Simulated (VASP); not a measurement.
# CdTe (I-4m2) in VASP: a series of runs

Runs on CdTe. Level: PBEsol. Tasks: single point.

All numbers are computed with VASP 6.6.1; they aren't measurements. Logs are shortened: lines on timing, memory, paths and dates and some standing lists are left out, and cuts for length are marked.

## (1) The cell of the first run

It takes space group I-4m2 (No. 119, tetragonal). Conventional cell: a = 4.497 Å, b = 4.497 Å, c = 6.567 Å, α = 90.00°, β = 90.00°, γ = 90.00°. Within 3.7 Å of Cd (site symmetry -4m2) lie 4 Te at 2.78 Å. Within 3.7 Å of Te (site symmetry -4m2) lie 4 Cd at 2.78 Å.

## (2) Single point, PBEsol (in-plane strain -0.02)

INCAR reads:

```
SYSTEM = CdTe
PREC = Accurate
ENCUT = 520
EDIFF = 1E-6
ISMEAR = 0
SIGMA = 0.01
LREAL = .False.
LASPH = .True.
NELM = 60
ALGO = Normal
ISIF = 2
LWAVE = .False.
LCHARG = .False.
GGA = PS
NBANDS = 16
```

KPOINTS reads:

```
Automatic mesh
0
Gamma
  6 6 6
  0 0 0
```

POSCAR reads:

```
CdTe
1.0
    3.1798105482      3.1798105482      0.0000000000
   -3.1798105482      3.1798105482      0.0000000000
    0.0000000000      3.1798105482      3.2836410967
Cd Te
1 1
Direct
    0.0000000000      0.0000000000      0.0000000000
    0.7500000000      0.2500000000      0.5000000000
```

Potentials or basis: VASP PAW PBE potentials, release 64 (Cd, Te).

Started as:

```sh
$ cat potpaw_PBE.64/Cd/POTCAR potpaw_PBE.64/Te/POTCAR > POTCAR
$ mpirun -np 1 vasp_std > vasp.out
```

OUTCAR:

```text
SYSTEM = CdTe
   PREC = Accurate
   ENCUT = 520
   EDIFF = 1E-6
   ISMEAR = 0
   LREAL = .False.
   LASPH = .True.
   NELM = 60
   ISIF = 2
   GGA = PS

 ion  position               nearest neighbor table
   1  0.000  0.000  0.000-   2 2.78   2 2.78   2 2.78   2 2.78
   2  0.750  0.250  0.500-   1 2.78   1 2.78   1 2.78   1 2.78

  LATTYP: Found a body centered tetragonal cell.
 ALAT       =     4.4969312030
 C/A-ratio  =     1.4603919644

  Lattice vectors:

 A1 = (   3.1798105482,   0.0000000000,  -3.2836410967)
 A2 = (  -3.1798105482,   0.0000000000,  -3.2836410967)
 A3 = (   0.0000000000,   3.1798105482,   3.2836410967)

Analysis of symmetry for initial positions (statically):
=====================================================================
 Subroutine PRICEL returns:
 Original cell was already a primitive cell.

 Routine SETGRP: Setting up the symmetry group for a
 body centered tetragonal supercell.

 Subroutine GETGRP returns: Found  8 space group operations
 (whereof  8 operations were pure point group operations)
 out of a pool of 16 trial point group operations.

The static configuration has the point symmetry D_2d.

Analysis of symmetry for dynamics (positions and initial velocities):
=====================================================================
 Subroutine PRICEL returns:
 Original cell was already a primitive cell.

 Routine SETGRP: Setting up the symmetry group for a
 body centered tetragonal supercell.

 Subroutine GETGRP returns: Found  8 space group operations
 (whereof  8 operations were pure point group operations)
 out of a pool of 16 trial point group operations.

The dynamic configuration has the point symmetry D_2d.

 Subroutine INISYM returns: Found  8 space group operations
 (whereof  8 operations are pure point group operations),
 and found     1 'primitive' translations

----------------------------------------------------------------------------------------

                                     Primitive cell

  volume of cell :      66.4031

  direct lattice vectors                    reciprocal lattice vectors
     3.179810548  3.179810548  0.000000000     0.157242072  0.157242072 -0.152269991
    -3.179810548  3.179810548  0.000000000    -0.157242072  0.157242072 -0.152269991
     0.000000000  3.179810548  3.283641097     0.000000000  0.000000000  0.304539982

  length of vectors
     4.496931203  4.496931203  4.570940163     0.269511203  0.269511203  0.304539982

  position of ions in fractional coordinates (direct lattice)
     0.000000000  0.000000000  0.000000000
     0.750000000  0.250000000  0.500000000

  ion indices of the primitive-cell ions
   primitive index   ion index
                 1           1
                 2           2

----------------------------------------------------------------------------------------

 KPOINTS: Automatic mesh

Automatic generation of k-mesh.
 Grid dimensions read from file:
 generate k-points for:    6    6    6

 Generating k-lattice:

  Cartesian coordinates                     Fractional coordinates (reciprocal lattice)
     0.026207012  0.026207012 -0.025378332     0.166666667  0.000000000 -0.000000000
    -0.026207012  0.026207012 -0.025378332     0.000000000  0.166666667 -0.000000000
     0.000000000  0.000000000  0.050756664     0.000000000  0.000000000  0.166666667

  Length of vectors
     0.044918534  0.044918534  0.050756664

  Shift w.r.t. Gamma in fractional coordinates (k-lattice)
     0.000000000  0.000000000  0.000000000

 Subroutine IBZKPT returns following result:
 ===========================================

 Found     30 irreducible k-points:

 Following reciprocal coordinates:
            Coordinates               Weight
  0.000000  0.000000  0.000000      1.000000
  0.166667  0.000000  0.000000      8.000000
  0.333333  0.000000  0.000000      8.000000
  0.500000  0.000000 -0.000000      4.000000
  0.166667  0.166667  0.000000      8.000000
  0.333333  0.166667  0.000000     16.000000
[... 16 lines left out ...]
 -0.333333 -0.333333  0.166667      4.000000
 -0.166667 -0.333333  0.166667     16.000000
 [... further k-points ...]
   k-points           NKPTS =     30   k-points in BZ     NKDIM =     30   number of bands    NBANDS=     16
   number of dos      NEDOS =    301   number of ions     NIONS =      2
   total plane-waves  NPLWV =  46656
   dimension x,y,z NGX =    36 NGY =   36 NGZ =   36
   dimension x,y,z NGXF=    72 NGYF=   72 NGZF=   72
   ions per type =               1   1
   NGX,Y,Z   is equivalent  to a cutoff of  13.31, 13.31, 13.09 a.u.
   NGXF,Y,Z  is equivalent  to a cutoff of  26.62, 26.62, 26.19 a.u.
 SYSTEM =  CdTe
   PREC   = accura    normal or accurate (medium, high low for compatibility)
   ISTART =      0    job   : 0-new  1-cont  2-samecut
   ICHARG =      2    charge: 1-file 2-atom 10-const
   ISPIN  =      1    spin polarized calculation?
   LNONCOLLINEAR =      F non collinear calculations
[... 115 lines left out ...]
      6      -5.6059      2.00000
[... 8 lines left out ...]
     15      11.3531      0.00000
     16      12.2219      0.00000

 k-point     6 :       0.3333    0.1667    0.0000
  band No.  band energies     occupation
      1      -8.4854      2.00000
      2      -5.8311      2.00000
      3      -5.8186      2.00000
      4      -5.6305      2.00000
      5      -5.6255      2.00000
      6      -5.3295      2.00000
[... 8 lines left out ...]
     15      11.5766      0.00000
     16      12.7523      0.00000

 k-point     7 :       0.5000    0.1667    0.0000
  band No.  band energies     occupation
      1      -8.4488      2.00000
      2      -5.8252      2.00000
      3      -5.8088      2.00000
      4      -5.6454      2.00000
      5      -5.6108      2.00000
      6      -5.2295      2.00000
[... 8 lines left out ...]
     15      12.4476      0.00000
     16      12.8869      0.00000

 k-point     8 :      -0.3333    0.1667    0.0000
  band No.  band energies     occupation
      1      -8.5880      2.00000
      2      -5.8419      2.00000
      3      -5.8256      2.00000
      4      -5.6895      2.00000
      5      -5.6109      2.00000
      6      -5.5445      2.00000
[... 8 lines left out ...]
     15      12.0323      0.00000
     16      12.3133      0.00000

 k-point     9 :      -0.1667    0.1667    0.0000
  band No.  band energies     occupation
      1      -8.7682      2.00000
      2      -5.8730      2.00000
      3      -5.8623      2.00000
      4      -5.8245      2.00000
      5      -5.6301      2.00000
      6      -5.6167      2.00000
[... 8 lines left out ...]
     15      11.6064      0.00000
     16      11.9461      0.00000
[... 172 lines left out ...]
 k-point    19 :       0.3333    0.3333    0.1667
  band No.  band energies     occupation
      1      -8.4483      2.00000
      2      -5.8126      2.00000
      3      -5.7874      2.00000
      4      -5.6742      2.00000
      5      -5.6108      2.00000
      6      -5.2945      2.00000
[... 8 lines left out ...]
     15      12.6451      0.00000
     16      13.8363      0.00000

 k-point    20 :       0.5000    0.3333    0.1667
  band No.  band energies     occupation
      1      -8.3809      2.00000
      2      -5.8017      2.00000
      3      -5.7739      2.00000
      4      -5.6536      2.00000
      5      -5.6230      2.00000
      6      -5.0866      2.00000
[... 8 lines left out ...]
     15      13.0592      0.00000
     16      13.9784      0.00000

 k-point    21 :       0.5000    0.5000    0.1667
  band No.  band energies     occupation
      1      -8.3469      2.00000
      2      -5.7735      2.00000
      3      -5.7593      2.00000
      4      -5.6767      2.00000
      5      -5.6124      2.00000
      6      -5.0295      2.00000
[... 8 lines left out ...]
     15      13.8407      0.00000
     16      13.9042      0.00000

 k-point    22 :      -0.1667    0.5000    0.1667
  band No.  band energies     occupation
      1      -8.4498      2.00000
      2      -5.8022      2.00000
      3      -5.7978      2.00000
      4      -5.6750      2.00000
      5      -5.6106      2.00000
      6      -5.2912      2.00000
[... 8 lines left out ...]
     15      12.9078      0.00000
     16      13.7481      0.00000

 k-point    23 :      -0.3333   -0.3333    0.1667
  band No.  band energies     occupation
      1      -8.3512      2.00000
      2      -5.7736      2.00000
      3      -5.7547      2.00000
      4      -5.6822      2.00000
      5      -5.6087      2.00000
      6      -5.0363      2.00000
[... 8 lines left out ...]
     15      13.3399      0.00000
     16      13.6516      0.00000

 k-point    24 :      -0.1667   -0.3333    0.1667
  band No.  band energies     occupation
      1      -8.3872      2.00000
      2      -5.7961      2.00000
      3      -5.7795      2.00000
      4      -5.6514      2.00000
      5      -5.6211      2.00000
      6      -5.0998      2.00000
[... 8 lines left out ...]
     15      12.8528      0.00000
     16      13.5839      0.00000

 [... further k-points ...]

------------------------ aborting loop because EDIFF is reached ----------------------------------------

  FORCE on cell =-STRESS in cart. coord.  units (eV):
  Direction    XX          YY          ZZ          XY          YZ          ZX
  --------------------------------------------------------------------------------------
  -------------------------------------------------------------------------------------
  Total        0.6725312      0.6725312      0.4423819      0.0000000      0.0000000     -0.0000000
  in kB       16.2268746     16.2268746     10.6738177      0.0000000      0.0000000     -0.0000000
  external PRESSURE =      14.3758556 kB  Pullay stress =       0.0000000 kB

 VOLUME and BASIS-vectors are now :
 -----------------------------------------------------------------------------
  energy-cutoff  :      520.00
  volume of cell :       66.40
      direct lattice vectors                 reciprocal lattice vectors
     3.179810548  3.179810548  0.000000000     0.157242072  0.157242072 -0.152269991
    -3.179810548  3.179810548  0.000000000    -0.157242072  0.157242072 -0.152269991
     0.000000000  3.179810548  3.283641097     0.000000000  0.000000000  0.304539982

 POSITION                                       TOTAL-FORCE (eV/Angst)
 -----------------------------------------------------------------------------------
      0.00000      0.00000      0.00000         0.000000     -0.000000      0.000000
      1.58991      4.76972      1.64182        -0.000000      0.000000      0.000000
 -----------------------------------------------------------------------------------
    total drift:                               -0.000000      0.000000     -0.000000

  FREE ENERGIE OF THE ION-ELECTRON SYSTEM (eV)
  ---------------------------------------------------
  free  energy   TOTEN  =        -5.4715497269 eV

  energy  without entropy=       -5.4715497269  energy(sigma->0) =       -5.47154973
```

It took 25 s on 1 thread of AMD EPYC 7R13 (Zen 3), shared host; peak memory 0.18 GiB.

Results:

- Free energy: -5.4715 eV
- Pressure: 1.4 GPa
- Band gap on the k mesh: 0.69 eV, direct

Stress tensor (GPa, compression positive):
```
1.62 0.00 0.00
0.00 1.62 0.00
0.00 0.00 1.07
```

Caveat: the cell differs from its parent crystal (in-plane strain -0.02); the PAW data sets were made with another functional, which shifts forces and pressure a little; spin-orbit coupling is left out, which moves the levels of the heavy elements.

## (3) Single point, PBEsol (in-plane strain -0.01)

INCAR reads:

```
SYSTEM = CdTe
  PREC = Accurate
  ENCUT = 520
  EDIFF = 1E-7
  ISMEAR = 0
  SIGMA = 0.01
  LREAL = .FALSE.
  LASPH = .TRUE.
  NELM = 100
  ALGO = Normal
  ISIF = 2
  LWAVE = .FALSE.
  LCHARG = .FALSE.
  GGA = PS
  NBANDS = 16
```

KPOINTS reads:

```
regular mesh
0
G
  6 6 6
  0 0 0
```

POSCAR reads:

```
CdTe
1.0
    3.2122575946      3.2122575946      0.0000000000
   -3.2122575946      3.2122575946      0.0000000000
    0.0000000000      3.2122575946      3.2641728689
Cd Te
1 1
Direct
    0.0000000000      0.0000000000      0.0000000000
    0.7500000000      0.2500000000      0.5000000000
```

Potentials or basis: VASP PAW PBE potentials, release 64 (Cd, Te).

Started as:

```sh
$ cat potpaw_PBE.64/Cd/POTCAR potpaw_PBE.64/Te/POTCAR > POTCAR
$ mpirun -np 1 vasp_std > vasp.out
```

It took 29 s on 1 thread of AMD EPYC 7R13 (Zen 3), shared host; peak memory 0.19 GiB.

Results (log left out):

* Free energy: -5.4801 eV
* Pressure: 0.8 GPa
* Band gap on the k mesh: 0.67 eV, direct

Stress tensor (GPa, compression positive):
```
0.88 0.00 0.00
0.00 0.88 0.00
0.00 0.00 0.60
```

Levels at points of the mesh, in eV from the valence-band top:
```csv
k point,band 5,band 6,band 7,band 8,band 9,band 10,band 11,band 12,band 13,band 14
"(0.00, 0.00, 0.00)",-8.04,-8.04,-0.06,0.00,0.00,0.67,4.52,4.52,4.52,7.29
"(0.50, 0.00, 0.00)",-8.03,-7.69,-4.55,-0.86,-0.78,1.72,5.06,5.15,6.92,8.54
"(0.50, 0.50, 0.00)",-8.01,-7.54,-4.39,-1.98,-1.95,2.43,2.53,8.80,9.03,9.15
"(0.00, 0.00, 0.50)",-8.01,-7.57,-4.47,-1.89,-1.89,2.49,2.66,8.68,9.10,9.10
```

Caveat: the cell differs from its parent crystal (in-plane strain -0.01); the PAW data sets were made with another functional, which shifts forces and pressure a little; spin-orbit coupling is left out, which moves the levels of the heavy elements.

## (4) Single point, PBEsol (in-plane strain -0.02, then relaxed in part)

INCAR reads:

```
SYSTEM = CdTe
ALGO = Normal ; EDIFF = 1E-6
ENCUT = 520 ; GGA = PS
ISIF = 2 ; ISMEAR = 0
LASPH = .True. ; LCHARG = .False.
LREAL = .False. ; LWAVE = .False.
NBANDS = 16 ; NELM = 80
PREC = Accurate ; SIGMA = 0.01
```

KPOINTS reads:

```
k-points
0
Gamma
  6 6 6
  0 0 0
```

POSCAR reads:

```
CdTe
1.0
    3.1798105482      3.1798105482      0.0000000000
   -3.1798105482      3.1798105482      0.0000000000
    0.0000000000      3.1798105482      3.3328137161
Cd Te
1 1
Direct
    0.0000000000      0.0000000000      0.0000000000
    0.7500000000      0.2500000000      0.5000000000
```

Started as:

```sh
$ cat potpaw_PBE.64/Cd/POTCAR potpaw_PBE.64/Te/POTCAR > POTCAR
$ mpirun -np 1 vasp_std > vasp.out
```

Run time: 29 s. Hardware: 1 thread of AMD EPYC 7R13 (Zen 3), shared host; peak memory 0.19 GiB.

It converged, with:

* Free energy: -5.4753 eV
* Pressure: 0.7 GPa
* Band gap on the k mesh: 0.62 eV, direct

Stress tensor (GPa, compression positive):
```
1.02 0.00 0.00
0.00 1.02 0.00
0.00 0.00 0.15
```

Levels at points of the mesh, in eV from the valence-band top:
| k point | band 5 | band 6 | band 7 | band 8 | band 9 | band 10 | band 11 | band 12 | band 13 | band 14 |
| --- | --- | --- | --- | --- | --- | --- | --- | --- | --- | --- |
| (0.00, 0.00, 0.00) | -8.08 | -8.07 | -0.17 | 0.00 | 0.00 | 0.62 | 4.49 | 4.49 | 4.50 | 7.26 |
| (0.50, 0.00, 0.00) | -8.06 | -7.72 | -4.58 | -0.97 | -0.73 | 1.66 | 4.96 | 5.22 | 6.89 | 8.48 |
| (0.50, 0.50, 0.00) | -8.04 | -7.56 | -4.37 | -2.07 | -2.00 | 2.35 | 2.42 | 8.80 | 8.82 | 9.15 |
| (0.00, 0.00, 0.50) | -8.05 | -7.64 | -4.60 | -1.83 | -1.83 | 2.54 | 2.78 | 8.48 | 9.06 | 9.06 |

Caveat: the cell differs from its parent crystal (in-plane strain -0.02, then relaxed in part); the PAW data sets were made with another functional, which shifts forces and pressure a little; spin-orbit coupling is left out, which moves the levels of the heavy elements.

## (5) Single point, PBEsol (in-plane strain -0.01, then relaxed in part)

INCAR reads:

```
PREC = Accurate
ENCUT = 520
EDIFF = 1E-7
ISMEAR = 0
SIGMA = 0.01
LREAL = False
LASPH = True
NELM = 100
ALGO = Normal
ISIF = 2
LWAVE = False
LCHARG = True
GGA = PS
LELF = True
LVHAR = True
NBANDS = 16
```

KPOINTS reads:

```
Automatic mesh
0
Gamma
  6 6 6
```

POSCAR reads:

```
CdTe
1.0
    3.2122575946      3.2122575946      0.0000000000
   -3.2122575946      3.2122575946      0.0000000000
    0.0000000000      3.2122575946      3.2883133696
Cd Te
1 1
Direct
    0.0000000000      0.0000000000      0.0000000000
    0.7500000000      0.2500000000      0.5000000000
```

Started as:

```sh
$ cat potpaw_PBE.64/Cd/POTCAR potpaw_PBE.64/Te/POTCAR > POTCAR
$ mpirun -np 1 vasp_std > vasp.out
```

Run time: 34 s. Hardware: 1 thread of AMD EPYC 7R13 (Zen 3), shared host; peak memory 0.19 GiB.

The run converged. Its results:

* Free energy: -5.4813 eV
* Pressure: 0.5 GPa
* Band gap on the k mesh: 0.64 eV, direct

Stress tensor (GPa, compression positive):
```
0.59 0.00 0.00
0.00 0.59 0.00
0.00 0.00 0.18
```

Levels at points of the mesh, in eV from the valence-band top:
```tsv
k point	band 5	band 6	band 7	band 8	band 9	band 10	band 11	band 12	band 13	band 14
(0.00, 0.00, 0.00)	-8.03	-8.03	-0.08	0.00	0.00	0.64	4.52	4.52	4.52	7.27
(0.50, 0.00, 0.00)	-8.02	-7.68	-4.52	-0.87	-0.76	1.70	5.04	5.17	6.91	8.50
(0.50, 0.50, 0.00)	-8.00	-7.53	-4.35	-1.97	-1.94	2.43	2.51	8.76	8.95	9.12
(0.00, 0.00, 0.50)	-8.00	-7.57	-4.47	-1.85	-1.85	2.52	2.69	8.60	9.06	9.06
```

Caveat: the cell differs from its parent crystal (in-plane strain -0.01, then relaxed in part); the PAW data sets were made with another functional, which shifts forces and pressure a little; spin-orbit coupling is left out, which moves the levels of the heavy elements.

## (6) Single point, PBEsol (in-plane strain -0.005, then relaxed in part)

INCAR reads:

```
PREC     = Accurate       # precision mode
ENCUT    = 520            # plane-wave cutoff, eV
EDIFF    = 1E-6           # SCF threshold, eV
ISMEAR   = 0              # smearing method
SIGMA    = 0.01           # smearing width, eV
LREAL    = F              # projectors in reciprocal space
LASPH    = T              # aspherical terms in the spheres
NELM     = 80             # most SCF steps
ALGO     = Normal         # electronic algorithm
ISIF     = 2              # what is computed and relaxed
LWAVE    = F              # write WAVECAR
LCHARG   = F              # write CHGCAR
GGA      = PS             # functional
NBANDS   = 16             # bands
```

KPOINTS is that of step 5.

POSCAR reads:

```
CdTe
1.0
    3.2284811178      3.2284811178      0.0000000000
   -3.2284811178      3.2284811178      0.0000000000
    0.0000000000      3.2284811178      3.2667079868
Cd Te
1 1
Direct
    0.0000000000      0.0000000000      0.0000000000
    0.7500000000      0.2500000000      0.5000000000
```

Potentials or basis: VASP PAW PBE potentials, release 64 (Cd, Te).

Started as:

```sh
$ cat potpaw_PBE.64/Cd/POTCAR potpaw_PBE.64/Te/POTCAR > POTCAR
$ mpirun -np 1 vasp_std > vasp.out
```

Wall time 28 s (1 thread of AMD EPYC 7R13 (Zen 3), shared host); peak memory 0.18 GiB.

It converged, with:

```
Free energy            : -5.4829 eV
Pressure               : 0.3 GPa
Band gap on the k mesh : 0.64 eV, direct
```

Stress tensor (GPa, compression positive):
```
0.38 0.00 0.00
0.00 0.38 0.00
0.00 0.00 0.18
```

Levels at points of the mesh, in eV from the valence-band top:
```tsv
k point	band 6	band 7	band 8	band 9	band 10	band 11	band 12	band 13
(0.00, 0.00, 0.00)	-8.01	-0.04	0.00	0.00	0.64	4.53	4.53	4.53
(0.50, 0.00, 0.00)	-7.66	-4.49	-0.83	-0.77	1.72	5.08	5.15	6.92
(0.50, 0.50, 0.00)	-7.52	-4.34	-1.92	-1.91	2.46	2.55	8.73	9.00
(0.00, 0.00, 0.50)	-7.54	-4.40	-1.86	-1.86	2.51	2.64	8.65	9.05
```

Caveat: the cell differs from its parent crystal (in-plane strain -0.005, then relaxed in part); the PAW data sets were made with another functional, which shifts forces and pressure a little; spin-orbit coupling is left out, which moves the levels of the heavy elements.

## (7) The runs side by side

```tsv
cell	gap on the mesh (eV)	pressure (GPa)
a = 4.497, b = 4.497, c = 4.571 Å, angles 60.5, 60.5, 90.0°, 2 atoms	0.69	1.4
a = 4.543, b = 4.543, c = 4.580 Å, angles 60.3, 60.3, 90.0°, 2 atoms	0.67	0.8
a = 4.497, b = 4.497, c = 4.606 Å, angles 60.8, 60.8, 90.0°, 2 atoms	0.62	0.7
a = 4.543, b = 4.543, c = 4.597 Å, angles 60.4, 60.4, 90.0°, 2 atoms	0.64	0.5
a = 4.566, b = 4.566, c = 4.593 Å, angles 60.2, 60.2, 90.0°, 2 atoms	0.64	0.3
```

Alike in all rows: task single point; level PBEsol; potentials or basis VASP PAW PBE potentials, release 64 (Cd, Te); no spin polarisation; k mesh 6 × 6 × 6; cutoff (eV) 520; smearing gaussian 0.01 eV.

Caveats: the PAW data sets were made with another functional, which shifts forces and pressure a little; spin-orbit coupling is left out, which moves the levels of the heavy elements.

Absolute energies hang on the potentials; compare differences alone.
